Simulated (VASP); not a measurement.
# Bi (Pm-3n) in VASP: a series of runs

Bi is run at these levels: BLYP; tasks: single point.

Everything below comes from runs of VASP 6.6.1. Logs are shortened: lines on timing, memory, paths and dates and some standing lists are left out, and cuts for length are marked.

## (1) The cell of the first run

It takes space group Pm-3n (No. 223, cubic). The conventional cell has a = 6.564 Å, b = 6.564 Å, c = 6.564 Å, α = 90.00°, β = 90.00°, γ = 90.00°. Within 4.8 Å of Bi (site symmetry m-3) lie 12 Bi at 3.67 Å. Bi (site symmetry -4m2) has 14 Bi at 3.28 to 4.02 Å within 4.3 Å.

## (2) Single point, BLYP

INCAR reads:

```
AGGAC    = 1.0          
AGGAX    = 1.0          
ALDAC    = 0.0          
ALDAX    = 1.0          
ALGO     = Normal         # electronic algorithm
EDIFF    = 1E-6           # SCF threshold, eV
ENCUT    = 520            # plane-wave cutoff, eV
GGA      = B5             # functional
ISIF     = 2              # what is computed and relaxed
ISMEAR   = -1             # smearing method
LASPH    = True           # aspherical terms in the spheres
LCHARG   = False          # write CHGCAR
LREAL    = False          # projectors in reciprocal space
LWAVE    = False          # write WAVECAR
NBANDS   = 70             # bands
NELM     = 60             # most SCF steps
PREC     = Accurate       # precision mode
SIGMA    = 0.1            # smearing width, eV
```

KPOINTS reads:

```
k-points
0
Gamma
  4 4 4
```

POSCAR reads:

```
Bi
1.0
    6.5635917763      0.0000000000      0.0000000000
    0.0000000000      6.5635917763      0.0000000000
    0.0000000000      0.0000000000      6.5635917763
Bi
8
Direct
    1.0000000000      1.0000000000      0.0000000000
    0.5000000000      0.5000000000      0.5000000000
    0.2500000000      1.0000000000      0.5000000000
    0.7500000000      0.0000000000      0.5000000000
    0.5000000000      0.2500000000      1.0000000000
    0.5000000000      0.7500000000      0.0000000000
    0.0000000000      0.5000000000      0.2500000000
    0.0000000000      0.5000000000      0.7500000000
```

Potentials or basis: VASP PAW PBE potentials, release 64 (Bi_d).

On the command line:

```sh
cat potpaw_PBE.64/Bi_d/POTCAR > POTCAR
mpirun -np 1 vasp_std > vasp.out
```

OUTCAR:

```text
EDIFF = 1E-6
   ENCUT = 520
   GGA = B5
   ISIF = 2
   ISMEAR = -1
   LASPH = True
   LREAL = False
   NELM = 60
   PREC = Accurate

 ion  position               nearest neighbor table
   1  0.000  0.000  0.000-   3 3.67   4 3.67   5 3.67   6 3.67   7 3.67   8 3.67   3 3.67   4 3.67
                             7 3.67   8 3.67   5 3.67   6 3.67
   2  0.500  0.500  0.500-   3 3.67   4 3.67   5 3.67   6 3.67   7 3.67   8 3.67   5 3.67   6 3.67
                             3 3.67   4 3.67   7 3.67   8 3.67
   3  0.250  0.000  0.500-   4 3.28   4 3.28   1 3.67   1 3.67   2 3.67   2 3.67
   4  0.750  0.000  0.500-   3 3.28   3 3.28   1 3.67   1 3.67   2 3.67   2 3.67
   5  0.500  0.250  0.000-   6 3.28   6 3.28   1 3.67   2 3.67   2 3.67   1 3.67
   6  0.500  0.750  0.000-   5 3.28   5 3.28   1 3.67   2 3.67   2 3.67   1 3.67
   7  0.000  0.500  0.250-   8 3.28   8 3.28   1 3.67   2 3.67   1 3.67   2 3.67
   8  0.000  0.500  0.750-   7 3.28   7 3.28   1 3.67   2 3.67   1 3.67   2 3.67

  LATTYP: Found a simple cubic cell.
 ALAT       =     6.5635917763

  Lattice vectors:

 A1 = (   6.5635917763,   0.0000000000,   0.0000000000)
 A2 = (   0.0000000000,   6.5635917763,   0.0000000000)
 A3 = (   0.0000000000,   0.0000000000,   6.5635917763)

Analysis of symmetry for initial positions (statically):
=====================================================================
 Subroutine PRICEL returns:
 Original cell was already a primitive cell.

 Routine SETGRP: Setting up the symmetry group for a
 simple cubic supercell.

 Subroutine GETGRP returns: Found 48 space group operations
 (whereof 24 operations were pure point group operations)
 out of a pool of 48 trial point group operations.

The static configuration has the point symmetry T_h .
 The point group associated with its full space group is O_h .

Analysis of symmetry for dynamics (positions and initial velocities):
=====================================================================
 Subroutine PRICEL returns:
 Original cell was already a primitive cell.

 Routine SETGRP: Setting up the symmetry group for a
 simple cubic supercell.

 Subroutine GETGRP returns: Found 48 space group operations
 (whereof 24 operations were pure point group operations)
 out of a pool of 48 trial point group operations.

The dynamic configuration has the point symmetry T_h .
 The point group associated with its full space group is O_h .

 Subroutine INISYM returns: Found 48 space group operations
 (whereof 24 operations are pure point group operations),
 and found     1 'primitive' translations

----------------------------------------------------------------------------------------

                                     Primitive cell

  volume of cell :     282.7644

  direct lattice vectors                    reciprocal lattice vectors
     6.563591776  0.000000000  0.000000000     0.152355606  0.000000000  0.000000000
     0.000000000  6.563591776  0.000000000     0.000000000  0.152355606  0.000000000
     0.000000000  0.000000000  6.563591776     0.000000000  0.000000000  0.152355606

  length of vectors
     6.563591776  6.563591776  6.563591776     0.152355606  0.152355606  0.152355606

  position of ions in fractional coordinates (direct lattice)
     0.000000000  0.000000000  0.000000000
     0.500000000  0.500000000  0.500000000
     0.250000000  0.000000000  0.500000000
     0.750000000  0.000000000  0.500000000
     0.500000000  0.250000000  0.000000000
     0.500000000  0.750000000  0.000000000
     0.000000000  0.500000000  0.250000000
     0.000000000  0.500000000  0.750000000

  ion indices of the primitive-cell ions
   primitive index   ion index
                 1           1
                 2           2
                 3           3
                 4           4
                 5           5
                 6           6
                 7           7
                 8           8

----------------------------------------------------------------------------------------

 KPOINTS: k-points

Automatic generation of k-mesh.
 Grid dimensions read from file:
 generate k-points for:    4    4    4

 Generating k-lattice:

  Cartesian coordinates                     Fractional coordinates (reciprocal lattice)
     0.038088901  0.000000000  0.000000000     0.250000000  0.000000000  0.000000000
     0.000000000  0.038088901  0.000000000     0.000000000  0.250000000  0.000000000
     0.000000000  0.000000000  0.038088901     0.000000000  0.000000000  0.250000000

  Length of vectors
     0.038088901  0.038088901  0.038088901

  Shift w.r.t. Gamma in fractional coordinates (k-lattice)
     0.000000000  0.000000000  0.000000000

 Subroutine IBZKPT returns following result:
 ===========================================

 Found     10 irreducible k-points:

 Following reciprocal coordinates:
            Coordinates               Weight
  0.000000  0.000000  0.000000      1.000000
  0.250000  0.000000  0.000000      6.000000
  0.500000  0.000000  0.000000      3.000000
  0.250000  0.250000  0.000000     12.000000
  0.500000  0.250000  0.000000     12.000000
  0.500000  0.500000  0.000000      3.000000
  0.250000  0.250000  0.250000      8.000000
  0.500000  0.250000  0.250000     12.000000
  0.500000  0.500000  0.250000      6.000000
  0.500000  0.500000  0.500000      1.000000
   k-points           NKPTS =     10   k-points in BZ     NKDIM =     10   number of bands    NBANDS=     70
   number of dos      NEDOS =    301   number of ions     NIONS =      8
   total plane-waves  NPLWV = 125000
   dimension x,y,z NGX =    50 NGY =   50 NGZ =   50
   dimension x,y,z NGXF=   100 NGYF=  100 NGZF=  100
   ions per type =               8
   NGX,Y,Z   is equivalent  to a cutoff of  12.66, 12.66, 12.66 a.u.
   NGXF,Y,Z  is equivalent  to a cutoff of  25.33, 25.33, 25.33 a.u.
 SYSTEM =  unknown system
   PREC   = accura    normal or accurate (medium, high low for compatibility)
   ISTART =      0    job   : 0-new  1-cont  2-samecut
   ICHARG =      2    charge: 1-file 2-atom 10-const
   ISPIN  =      1    spin polarized calculation?
   LNONCOLLINEAR =      F non collinear calculations
   LSORBIT =      F    spin-orbit coupling
   LASPH  =      T    aspherical Exc in radial PAW
   ENCUT  =  520.0 eV  38.22 Ry    6.18 a.u.  12.20 12.20 12.20*2*pi/ulx,y,z
   NELM   =     60;   NELMIN=  2; NELMDL= -5     # of ELM steps
   EDIFF  = 0.1E-05   stopping-criterion for ELM
   LREAL  =      F    real-space projection
   EDIFFG = 0.1E-04   stopping-criterion for IOM
   NSW    =      0    number of steps for IOM
   IBRION =     -1    ionic relax: 0-MD 1-quasi-New 2-CG
   NFREE  =      0    steps in history (QN), initial steepest desc. (CG)
   ISIF   =      2    stress and relaxation
   ISYM   =      2    0-nonsym 1-usesym 2-fastsym
   POTIM  = 0.5000    time-step for ionic-motion
   TEBEG  =    0.0;   TEEND  =   0.0 temperature during run
   PSTRESS=    0.0 pullay stress
   NELECT =     120.0000    total number of electrons
   NUPDOWN=      -1.0000    fix difference up-down
   EMIN   =  10.00;   EMAX   =-10.00  energy-range for DOS
   EFERMI =   0.00;   METHOD = LEGACY
   ISMEAR =    -1;   SIGMA  =   0.10  broadening in eV -4-tet -1-fermi 0-gaus
   EFERMI_NEDOS =   21; number of points for ismear=-14 and -15
   IALGO  =     38    algorithm
   IMIX   =      4    mixing-type and parameters
     AMIX     =   0.40;   BMIX     =  1.00
     AMIX_MAG =   1.60;   BMIX_MAG =  1.00
  volume/ion in A,a.u.               =      35.35       238.52
  Fermi-wavevector in a.u.,A,eV,Ry     =   1.230251  2.324837 20.592652  1.513517
  Thomas-Fermi vector in A             =   2.365107
   LORBIT       =      0    0 simple, 1 ext, 2 COOP (PROOUT), +10 PAW based schemes
   GGA     = B5    functional components
   LHFCALC =     F    Hartree Fock is set to
   AEXX    =    0.0000 exact exchange contribution
   IVDW    =     0    specifies the selected vdW correction
   LEPSILON=     F    determine dielectric tensor
   LRPA    =     F    only Hartree local field effects (RPA)
 non-spin polarized calculation
  energy-cutoff  :      520.00
  volume of cell :      282.76
 maximum number of plane-waves:      7664
 NGX is ok and might be reduce to    50
   NGX = 25   NGY = 25   NGZ = 25

 number of electron     119.9999992 magnetization

 Free energy of the ion-electron system (eV)
  ---------------------------------------------------
  ext. energy  EPLUGINS =         0.00000000
  ---------------------------------------------------
  free energy    TOTEN  =       -22.88651139 eV

  energy without entropy =      -22.62443395  energy(sigma->0) =      -22.75547267

 E-fermi :   7.0372     XC(G=0):  -9.0870

 val. band max:        7.0196768162   @ k =   0.5000   0.5000   0.2500
 cond. band min:       7.0815030852   @ k =   0.2500   0.2500   0.0000
 fundamental gap:      0.0618262690
 Fermi energy:         7.0371809686

 k-point     1 :       0.0000    0.0000    0.0000
  band No.  band energies     occupation
      1     -16.0481      2.00000
      2     -16.0481      2.00000
      3     -16.0479      2.00000
      4     -16.0254      2.00000
      5     -16.0254      2.00000
      6     -16.0109      2.00000
[... 62 lines left out ...]
     69       9.4186      0.00000
     70      11.8027      0.00000

 k-point     2 :       0.2500    0.0000    0.0000
  band No.  band energies     occupation
      1     -16.0471      2.00000
      2     -16.0466      2.00000
      3     -16.0315      2.00000
      4     -16.0240      2.00000
      5     -16.0181      2.00000
      6     -16.0159      2.00000
[... 62 lines left out ...]
     69       9.5149      0.00000
     70       9.9181      0.00000

 k-point     3 :       0.5000    0.0000    0.0000
  band No.  band energies     occupation
      1     -16.0457      2.00000
      2     -16.0457      2.00000
      3     -16.0281      2.00000
      4     -16.0281      2.00000
      5     -16.0211      2.00000
      6     -16.0211      2.00000
[... 500 lines left out ...]
     69       8.6878      0.00000
     70       9.0296      0.00000

 k-point    10 :       0.5000    0.5000    0.5000
  band No.  band energies     occupation
      1     -16.0250      2.00000
      2     -16.0250      2.00000
      3     -16.0250      2.00000
      4     -16.0250      2.00000
      5     -16.0208      2.00000
      6     -16.0208      2.00000
[... 62 lines left out ...]
     69       7.7528      0.00156
     70       7.7528      0.00156

------------------------ aborting loop because EDIFF is reached ----------------------------------------

  FORCE on cell =-STRESS in cart. coord.  units (eV):
  Direction    XX          YY          ZZ          XY          YZ          ZX
  --------------------------------------------------------------------------------------
  -------------------------------------------------------------------------------------
  Total        0.0755603      0.0755603      0.0755603     -0.0000000     -0.0000000     -0.0000000
  in kB        0.4281336      0.4281336      0.4281336     -0.0000000     -0.0000000     -0.0000000
  external PRESSURE =       0.4281336 kB  Pullay stress =       0.0000000 kB

 VOLUME and BASIS-vectors are now :
 -----------------------------------------------------------------------------
  energy-cutoff  :      520.00
  volume of cell :      282.76
      direct lattice vectors                 reciprocal lattice vectors
     6.563591776  0.000000000  0.000000000     0.152355606  0.000000000  0.000000000
     0.000000000  6.563591776  0.000000000     0.000000000  0.152355606  0.000000000
     0.000000000  0.000000000  6.563591776     0.000000000  0.000000000  0.152355606

 POSITION                                       TOTAL-FORCE (eV/Angst)
 -----------------------------------------------------------------------------------
      0.00000      0.00000      0.00000         0.000000      0.000000      0.000000
      3.28180      3.28180      3.28180         0.000000      0.000000      0.000000
      1.64090      0.00000      3.28180        -0.000000     -0.000000     -0.000000
      4.92269      0.00000      3.28180         0.000000     -0.000000      0.000000
      3.28180      1.64090      0.00000         0.000000      0.000000      0.000000
      3.28180      4.92269      0.00000        -0.000000      0.000000     -0.000000
      0.00000      3.28180      1.64090         0.000000      0.000000     -0.000000
      0.00000      3.28180      4.92269        -0.000000     -0.000000      0.000000
 -----------------------------------------------------------------------------------
    total drift:                                0.000000     -0.000000     -0.000000

  FREE ENERGIE OF THE ION-ELECTRON SYSTEM (eV)
  ---------------------------------------------------
  free  energy   TOTEN  =       -22.8865113871 eV

  energy  without entropy=      -22.6244339525  energy(sigma->0) =      -22.75547267
```

Run time: 6.6 min. Hardware: 1 thread of Intel Xeon 8259CL, shared host; peak memory 0.42 GiB.

Results:

| Property | Result |
| --- | --- |
| Free energy | -22.8865 eV |
| Pressure | 0.0 GPa |
| Band gap on the k mesh | zero (bands 60 and 61 overlap by 0.33 eV) |

Caveat: the PAW data sets were made with another functional, which shifts forces and pressure a little; spin-orbit coupling is left out, which moves the levels of the heavy elements.

## (3) Single point, BLYP

INCAR reads:

```
SYSTEM = Bi
PREC = Accurate ; ENCUT = 520
EDIFF = 1E-6 ; ISMEAR = -1
SIGMA = 0.1 ; LREAL = .False.
LASPH = .True. ; NELM = 100
ALGO = Normal ; ISIF = 2
LWAVE = .False. ; LCHARG = .False.
GGA = B5 ; ALDAX = 1.0
AGGAX = 1.0 ; AGGAC = 1.0
ALDAC = 0.0 ; NBANDS = 70
```

KPOINTS reads:

```
regular mesh
0
Gamma
  5 5 5
  0 0 0
```

POSCAR is that of step 2.

Potentials or basis: VASP PAW PBE potentials, release 64 (Bi_d).

On the command line:

```sh
cat potpaw_PBE.64/Bi_d/POTCAR > POTCAR
mpirun -np 1 vasp_std > vasp.out
```

It took 6.6 min on 1 thread of Intel Xeon 8259CL, shared host; peak memory 0.42 GiB.

Results (log left out):

* Free energy: -23.0180 eV
* Pressure: -0.2 GPa
* Band gap on the k mesh: zero (bands 60 and 61 overlap by 0.38 eV)

Levels at points of the mesh, in eV from the Fermi level:
```tsv
k point	band 57	band 58	band 59	band 60	band 61	band 62	band 63	band 64
(0.00, 0.00, 0.00)	-2.18	-1.03	-1.03	-1.03	0.72	0.72	0.72	1.23
```

Caveat: the PAW data sets were made with another functional, which shifts forces and pressure a little; spin-orbit coupling is left out, which moves the levels of the heavy elements.

The gap in the log of VASP goes by the Fermi energy; the results here count the filled bands.